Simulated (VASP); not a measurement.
# Y2CF2 (P-3m1) in VASP: further runs

Runs on Y2CF2. Level: PBEsol. Tasks: single point, relaxation of cell and atoms.

Everything below comes from runs of VASP 6.6.1. Logs are shortened: lines on timing, memory, paths and dates and some standing lists are left out, and cuts for length are marked.

## 1. The cell of the first run

It takes space group P-3m1 (No. 164, trigonal). The conventional cell has a = 3.626 Å, b = 3.626 Å, c = 6.328 Å, α = 90.00°, β = 90.00°, γ = 120.00°. Within 3.1 Å of Y (site symmetry 3m) lie 4 F at 2.36 to 2.54 Å and 3 C at 2.49 Å. Within 3.3 Å of C (site symmetry -3m) lie 6 Y at 2.49 Å and 6 F at 3.21 Å. Within 3.3 Å of F (site symmetry 3m) lie 4 Y at 2.36 to 2.54 Å and 3 F at 2.55 Å and 3 C at 3.21 Å.

## 2. Single point, PBEsol

File INCAR:

```
ALGO = Normal ; EDIFF = 1E-6
ENCUT = 520 ; GGA = PS
ISIF = 2 ; ISMEAR = 0
LASPH = T ; LCHARG = F
LREAL = F ; LWAVE = F
NBANDS = 28 ; NELM = 60
PREC = Accurate ; SIGMA = 0.02
```

File KPOINTS:

```
k-points
0
Gamma
  9 9 4
```

File POSCAR:

```
Y2CF2
1.0
    3.6262734994      0.0000000000      0.0000000000
   -1.8131367497      3.1404449716      0.0000000000
    0.0000000000      0.0000000000      6.3284812637
Y C F
2 1 2
Direct
    0.3333333333      0.6666666667      0.2130167517
    0.6666666667      0.3333333333      0.7869832483
    0.0000000000      0.0000000000      0.0000000000
    0.3333333333      0.6666666667      0.6146354161
    0.6666666667      0.3333333333      0.3853645839
```

Potentials or basis: VASP PAW PBE potentials, release 64 (Y_sv, C, F).

On the command line:

```console
cat potpaw_PBE.64/Y_sv/POTCAR potpaw_PBE.64/C/POTCAR potpaw_PBE.64/F/POTCAR > POTCAR
mpirun -np 1 vasp_std > vasp.out
```

OUTCAR:

```text
EDIFF = 1E-6
   ENCUT = 520
   GGA = PS
   ISIF = 2
   ISMEAR = 0
   LASPH = T
   LREAL = F
   NELM = 60
   PREC = Accurate

 ion  position               nearest neighbor table
   1  0.333  0.667  0.213-   5 2.36   5 2.36   5 2.36   3 2.49   3 2.49   3 2.49   4 2.54   2 3.41
                             2 3.41   2 3.41   2 4.19   2 4.19   2 4.19
   2  0.667  0.333  0.787-   4 2.36   4 2.36   4 2.36   3 2.49   3 2.49   3 2.49   5 2.54   1 3.41
                             1 3.41   1 3.41   1 4.19   1 4.19   1 4.19
   3  0.000  0.000  0.000-   1 2.49   2 2.49   2 2.49   1 2.49   2 2.49   1 2.49
   4  0.333  0.667  0.615-   2 2.36   2 2.36   2 2.36   1 2.54
   5  0.667  0.333  0.385-   1 2.36   1 2.36   1 2.36   2 2.54

  LATTYP: Found a hexagonal cell.
 ALAT       =     3.6262734994
 C/A-ratio  =     1.7451748371

  Lattice vectors:

 A1 = (   3.6262734994,   0.0000000000,   0.0000000000)
 A2 = (  -1.8131367497,   3.1404449716,   0.0000000000)
 A3 = (   0.0000000000,   0.0000000000,   6.3284812637)

Analysis of symmetry for initial positions (statically):
=====================================================================
 Subroutine PRICEL returns:
 Original cell was already a primitive cell.

 Routine SETGRP: Setting up the symmetry group for a
 hexagonal supercell.

 Subroutine GETGRP returns: Found 12 space group operations
 (whereof 12 operations were pure point group operations)
 out of a pool of 24 trial point group operations.

The static configuration has the point symmetry D_3d.

Analysis of symmetry for dynamics (positions and initial velocities):
=====================================================================
 Subroutine PRICEL returns:
 Original cell was already a primitive cell.

 Routine SETGRP: Setting up the symmetry group for a
 hexagonal supercell.

 Subroutine GETGRP returns: Found 12 space group operations
 (whereof 12 operations were pure point group operations)
 out of a pool of 24 trial point group operations.

The dynamic configuration has the point symmetry D_3d.

 Subroutine INISYM returns: Found 12 space group operations
 (whereof 12 operations are pure point group operations),
 and found     1 'primitive' translations

----------------------------------------------------------------------------------------

                                     Primitive cell

  volume of cell :      72.0695

  direct lattice vectors                    reciprocal lattice vectors
     3.626273499  0.000000000  0.000000000     0.275765190  0.159213107  0.000000000
    -1.813136750  3.140444972  0.000000000     0.000000000  0.318426213  0.000000000
     0.000000000  0.000000000  6.328481264     0.000000000  0.000000000  0.158015795

  length of vectors
     3.626273499  3.626273499  6.328481264     0.318426213  0.318426213  0.158015795

  position of ions in fractional coordinates (direct lattice)
     0.333333333  0.666666667  0.213016752
     0.666666667  0.333333333  0.786983248
     0.000000000  0.000000000  0.000000000
     0.333333333  0.666666667  0.614635416
     0.666666667  0.333333333  0.385364584

  ion indices of the primitive-cell ions
   primitive index   ion index
                 1           1
                 2           2
                 3           3
                 4           4
                 5           5

----------------------------------------------------------------------------------------

 KPOINTS: k-points

Automatic generation of k-mesh.
 Grid dimensions read from file:
 generate k-points for:    9    9    4

 Generating k-lattice:

  Cartesian coordinates                     Fractional coordinates (reciprocal lattice)
     0.030640577  0.017690345  0.000000000     0.111111111 -0.000000000  0.000000000
     0.000000000  0.035380690  0.000000000     0.000000000  0.111111111  0.000000000
     0.000000000  0.000000000  0.039503949     0.000000000  0.000000000  0.250000000

  Length of vectors
     0.035380690  0.035380690  0.039503949

  Shift w.r.t. Gamma in fractional coordinates (k-lattice)
     0.000000000  0.000000000  0.000000000

 Subroutine IBZKPT returns following result:
 ===========================================

 Found     43 irreducible k-points:

 Following reciprocal coordinates:
            Coordinates               Weight
  0.000000  0.000000  0.000000      1.000000
  0.111111  0.000000  0.000000      6.000000
  0.222222 -0.000000  0.000000      6.000000
  0.333333  0.000000  0.000000      6.000000
  0.444444 -0.000000  0.000000      6.000000
  0.111111  0.111111  0.000000      6.000000
[... 16 lines left out ...]
  0.222222  0.111111  0.250000     12.000000
 -0.111111  0.333333  0.250000     12.000000
 [... further k-points ...]
   k-points           NKPTS =     43   k-points in BZ     NKDIM =     43   number of bands    NBANDS=     28
   number of dos      NEDOS =    301   number of ions     NIONS =      5
   total plane-waves  NPLWV =  37632
   dimension x,y,z NGX =    28 NGY =   28 NGZ =   48
   dimension x,y,z NGXF=    56 NGYF=   56 NGZF=   96
   ions per type =               2   1   2
   NGX,Y,Z   is equivalent  to a cutoff of  12.84, 12.84, 12.61 a.u.
   NGXF,Y,Z  is equivalent  to a cutoff of  25.67, 25.67, 25.22 a.u.
 SYSTEM =  unknown system
   PREC   = accura    normal or accurate (medium, high low for compatibility)
   ISTART =      0    job   : 0-new  1-cont  2-samecut
   ICHARG =      2    charge: 1-file 2-atom 10-const
   ISPIN  =      1    spin polarized calculation?
   LNONCOLLINEAR =      F non collinear calculations
   LSORBIT =      F    spin-orbit coupling
   LASPH  =      T    aspherical Exc in radial PAW
   ENCUT  =  520.0 eV  38.22 Ry    6.18 a.u.   6.74  6.74 11.77*2*pi/ulx,y,z
   NELM   =     60;   NELMIN=  2; NELMDL= -5     # of ELM steps
   EDIFF  = 0.1E-05   stopping-criterion for ELM
   LREAL  =      F    real-space projection
   EDIFFG = 0.1E-04   stopping-criterion for IOM
   NSW    =      0    number of steps for IOM
   IBRION =     -1    ionic relax: 0-MD 1-quasi-New 2-CG
   NFREE  =      0    steps in history (QN), initial steepest desc. (CG)
   ISIF   =      2    stress and relaxation
   ISYM   =      2    0-nonsym 1-usesym 2-fastsym
   POTIM  = 0.5000    time-step for ionic-motion
   TEBEG  =    0.0;   TEEND  =   0.0 temperature during run
   PSTRESS=    0.0 pullay stress
   NELECT =      40.0000    total number of electrons
   NUPDOWN=      -1.0000    fix difference up-down
   EMIN   =  10.00;   EMAX   =-10.00  energy-range for DOS
   EFERMI =   0.00;   METHOD = LEGACY
   ISMEAR =     0;   SIGMA  =   0.02  broadening in eV -4-tet -1-fermi 0-gaus
   EFERMI_NEDOS =   21; number of points for ismear=-14 and -15
   IALGO  =     38    algorithm
   IMIX   =      4    mixing-type and parameters
     AMIX     =   0.40;   BMIX     =  1.00
     AMIX_MAG =   1.60;   BMIX_MAG =  1.00
  volume/ion in A,a.u.               =      14.41        97.27
  Fermi-wavevector in a.u.,A,eV,Ry     =   1.345378  2.542396 24.627126  1.810043
  Thomas-Fermi vector in A             =   2.473296
   LORBIT       =      0    0 simple, 1 ext, 2 COOP (PROOUT), +10 PAW based schemes
   GGA     = PS    functional components
   LHFCALC =     F    Hartree Fock is set to
   AEXX    =    0.0000 exact exchange contribution
   IVDW    =     0    specifies the selected vdW correction
   LEPSILON=     F    determine dielectric tensor
   LRPA    =     F    only Hartree local field effects (RPA)
 non-spin polarized calculation
 Gauss-broadening in eV      SIGMA  =   0.02
  energy-cutoff  :      520.00
  volume of cell :       72.07
 maximum number of plane-waves:      1961
 NGX is ok and might be reduce to    28
   NGX = 13   NGY = 13   NGZ = 23

 number of electron      40.0000003 magnetization

 Free energy of the ion-electron system (eV)
  ---------------------------------------------------
  ext. energy  EPLUGINS =         0.00000000
  ---------------------------------------------------
  free energy    TOTEN  =       -39.55512603 eV

  energy without entropy =      -39.55512603  energy(sigma->0) =      -39.55512603

 E-fermi :   3.9898     XC(G=0): -10.8529

 val. band max:        3.7995232619   @ k =   0.0000   0.0000   0.5000
 cond. band min:       4.9002998133   @ k =   0.4444  -0.0000   0.0000
 fundamental gap:      1.1007765514
 Fermi energy:         3.9897878734

 k-point     1 :       0.0000    0.0000    0.0000
  band No.  band energies     occupation
      1     -37.5729      2.00000
      2     -37.4992      2.00000
      3     -21.4357      2.00000
      4     -20.5215      2.00000
      5     -17.4893      2.00000
      6     -17.4466      2.00000
[... 20 lines left out ...]
     27       9.0876      0.00000
     28       9.4786      0.00000

 k-point     2 :       0.1111    0.0000    0.0000
  band No.  band energies     occupation
      1     -37.5649      2.00000
      2     -37.4952      2.00000
      3     -21.4235      2.00000
      4     -20.5729      2.00000
      5     -17.6553      2.00000
      6     -17.4682      2.00000
[... 20 lines left out ...]
     27       9.1975      0.00000
     28       9.5350      0.00000

 k-point     3 :       0.2222   -0.0000    0.0000
  band No.  band energies     occupation
      1     -37.5441      2.00000
      2     -37.4855      2.00000
      3     -21.3897      2.00000
      4     -20.7067      2.00000
      5     -17.8264      2.00000
      6     -17.5188      2.00000
[... 20 lines left out ...]
     27       9.7066      0.00000
     28       9.7261      0.00000

 k-point     4 :       0.3333    0.0000    0.0000
  band No.  band energies     occupation
      1     -37.5186      2.00000
      2     -37.4761      2.00000
      3     -21.3404      2.00000
      4     -20.8736      2.00000
      5     -17.9033      2.00000
      6     -17.5722      2.00000
[... 578 lines left out ...]
     27       9.3956      0.00000
     28       9.7634      0.00000

 k-point    23 :       0.2222    0.1111    0.2500
  band No.  band energies     occupation
      1     -37.5239      2.00000
      2     -37.4822      2.00000
      3     -21.3654      2.00000
      4     -20.8085      2.00000
      5     -17.8820      2.00000
      6     -17.5894      2.00000
[... 20 lines left out ...]
     27       9.6225      0.00000
     28      10.3441      0.00000

 k-point    24 :      -0.1111    0.3333    0.2500
  band No.  band energies     occupation
      1     -37.5239      2.00000
      2     -37.4822      2.00000
      3     -21.3647      2.00000
      4     -20.8101      2.00000
      5     -17.8672      2.00000
      6     -17.5943      2.00000
[... 20 lines left out ...]
     27       9.7036      0.00000
     28      10.3241      0.00000

 [... further k-points ...]

------------------------ aborting loop because EDIFF is reached ----------------------------------------

  FORCE on cell =-STRESS in cart. coord.  units (eV):
  Direction    XX          YY          ZZ          XY          YZ          ZX
  --------------------------------------------------------------------------------------
  -------------------------------------------------------------------------------------
  Total       -0.0537555     -0.0537555     -0.0923847     -0.0000000      0.0000000      0.0000000
  in kB       -1.1950402     -1.1950402     -2.0538055     -0.0000000      0.0000000      0.0000000
  external PRESSURE =      -1.4812953 kB  Pullay stress =       0.0000000 kB

 VOLUME and BASIS-vectors are now :
 -----------------------------------------------------------------------------
  energy-cutoff  :      520.00
  volume of cell :       72.07
      direct lattice vectors                 reciprocal lattice vectors
     3.626273499  0.000000000  0.000000000     0.275765190  0.159213107  0.000000000
    -1.813136750  3.140444972  0.000000000     0.000000000  0.318426213  0.000000000
     0.000000000  0.000000000  6.328481264     0.000000000  0.000000000  0.158015795

 POSITION                                       TOTAL-FORCE (eV/Angst)
 -----------------------------------------------------------------------------------
     -0.00000      2.09363      1.34807        -0.000000      0.000000     -0.007624
      1.81314      1.04681      4.98041        -0.000000     -0.000000      0.007624
      0.00000      0.00000      0.00000        -0.000000      0.000000      0.000000
     -0.00000      2.09363      3.88971        -0.000000      0.000000     -0.003431
      1.81314      1.04681      2.43877         0.000000      0.000000      0.003431
 -----------------------------------------------------------------------------------
    total drift:                                0.000000     -0.000000      0.000000

  FREE ENERGIE OF THE ION-ELECTRON SYSTEM (eV)
  ---------------------------------------------------
  free  energy   TOTEN  =       -39.5551260332 eV

  energy  without entropy=      -39.5551260332  energy(sigma->0) =      -39.55512603
```

Wall time 2.1 min (1 thread of Intel Xeon Platinum 8259CL at 2.50GHz (Skylake/Cascade Lake), shared host); peak memory 0.24 GiB.

Results:

```
Free energy            : -39.5551 eV
Pressure               : -0.1 GPa
Largest force          : 0.008 eV/Å
Band gap on the k mesh : 1.10 eV (least direct gap 1.25 eV)
```

Forces on the atoms (eV/Å):
```
Y    0.000  0.000 -0.008
Y    0.000  0.000  0.008
C    0.000  0.000  0.000
F    0.000  0.000 -0.003
F    0.000  0.000  0.003
```

Levels at points of the mesh, in eV from the valence-band top:
```csv
k point,band 17,band 18,band 19,band 20,band 21,band 22,band 23,band 24
"(0.00, 0.00, 0.00)",-6.02,-1.32,-0.01,-0.01,2.98,2.98,3.04,4.08
"(0.00, 0.00, 0.50)",-5.46,-1.53,0.00,0.00,3.12,3.12,3.30,4.31
```

Caveat: the PAW data sets were made with another functional, which shifts forces and pressure a little. A k mesh can miss the band edges.

## 3. Relaxation of cell and atoms, PBEsol

This run uses another cell than the first one, of 15.02 Å³/atom.

File INCAR:

```
SYSTEM = Y2CF2
PREC     = Accurate       ! precision mode
ENCUT    = 600            ! plane-wave cutoff, eV
EDIFF    = 1E-6           ! SCF threshold, eV
ISMEAR   = 0              ! smearing method
SIGMA    = 0.02           ! smearing width, eV
LREAL    = .False.        ! projectors in reciprocal space
LASPH    = .True.         ! aspherical terms in the spheres
NELM     = 60             ! most SCF steps
ALGO     = Normal         ! electronic algorithm
ISIF     = 3              ! what is computed and relaxed
LWAVE    = .False.        ! write WAVECAR
LCHARG   = .False.        ! write CHGCAR
GGA      = PS             ! functional
IBRION   = 2              ! ionic algorithm
NSW      = 70             ! ionic steps
EDIFFG   = -0.005         ! ionic threshold
```

File KPOINTS:

```
regular mesh
0
Gamma
  9 9 4
  0 0 0
```

File POSCAR:

```
Y2CF2
1.0
    3.6592257262      0.0000000000      0.0000000000
   -1.8296128631      3.1689824371      0.0000000000
    0.0000000000      0.0000000000      6.4746274084
Y C F
2 1 2
Direct
    0.3333333333      0.6666666667      0.2096756881
    0.6666666667      0.3333333333      0.7903243119
    0.0000000000      0.0000000000      0.0000000000
    0.3333333333      0.6666666667      0.6182228897
    0.6666666667      0.3333333333      0.3817771103
```

Potentials or basis: VASP PAW PBE potentials, release 64 (Y_sv, C, F).

On the command line:

```console
cat potpaw_PBE.64/Y_sv/POTCAR potpaw_PBE.64/C/POTCAR potpaw_PBE.64/F/POTCAR > POTCAR
mpirun -np 1 vasp_std > vasp.out
```

Wall time 13 min (1 thread of Intel Xeon Platinum 8259CL at 2.50GHz (Skylake/Cascade Lake), shared host); peak memory 0.29 GiB.

Results (log left out):

| Item | Value |
| --- | --- |
| Free energy | -39.5651 eV |
| Relaxed volume | 14.39 Å³/atom |
| Relaxed cell | a = 3.626 Å, b = 3.626 Å, c = 6.320 Å, α = 90.00°, β = 90.00°, γ = 120.00° |
| Space group after relaxing (to 0.1 Å) | P-3m1 (No. 164) |
| Energy gained by relaxing | 9.4 meV/atom |
| Ionic steps | 12 |
| Pressure after relaxing | 0.0 GPa |
| Largest force after relaxing | 0.003 eV/Å |
| Band gap on the k mesh | 1.10 eV (least direct gap 1.25 eV) |

Forces in eV/Å, atoms in the order of the input:
```
Y    0.000  0.000  0.003
Y    0.000  0.000 -0.003
C    0.000  0.000  0.000
F    0.000  0.000 -0.003
F    0.000  0.000  0.003
```

Step by step:
| step | energy change (eV) | largest force (eV/Å) | pressure (GPa) | volume (Å³) |
| --- | --- | --- | --- | --- |
| 1 | 0.0000 | 0.0848 | -4.44 | 75.08 |
| 2 | -0.0246 | 0.2431 | 3.14 | 70.65 |
| 3 | -0.0403 | 0.1823 | 0.02 | 72.30 |
| 4 | -0.0426 | 0.0923 | -0.01 | 72.21 |
| 5 | -0.0428 | 0.1039 | -0.02 | 72.18 |
| 6 | -0.0447 | 0.0821 | -0.04 | 72.10 |
| 7 | -0.0466 | 0.0291 | -0.01 | 71.91 |
| 8 | -0.0466 | 0.0300 | -0.03 | 71.93 |
| 9 | -0.0467 | 0.0184 | 0.07 | 71.90 |
| 10 | -0.0467 | 0.0133 | 0.05 | 71.90 |
| 11 | -0.0468 | 0.0009 | -0.10 | 71.96 |
| 12 | -0.0468 | 0.0033 | -0.03 | 71.94 |

Final structure:
```yaml
crystal:
  lattice:
    - [3.62556, 0.00000, 0.00000]
    - [-1.81278, 3.13983, 0.00000]
    - [0.00000, 0.00000, 6.31962]
  atoms:
    - { symbol: Y, position: [0.33333, 0.66667, 0.21311] }
    - { symbol: Y, position: [0.66667, 0.33333, 0.78689] }
    - { symbol: C, position: [0.00000, 0.00000, 0.00000] }
    - { symbol: F, position: [0.33333, 0.66667, 0.61442] }
    - { symbol: F, position: [0.66667, 0.33333, 0.38558] }
```

Levels at points of the mesh, in eV from the valence-band top:
```
           k point  band 18  band 19  band 20  band 21  band 22  band 23
(0.00, 0.00, 0.00)    -1.31    -0.01    -0.01     2.98     2.98     3.05
(0.00, 0.00, 0.50)    -1.53     0.00     0.00     3.12     3.12     3.31
```

Caveat: the PAW data sets were made with another functional, which shifts forces and pressure a little.
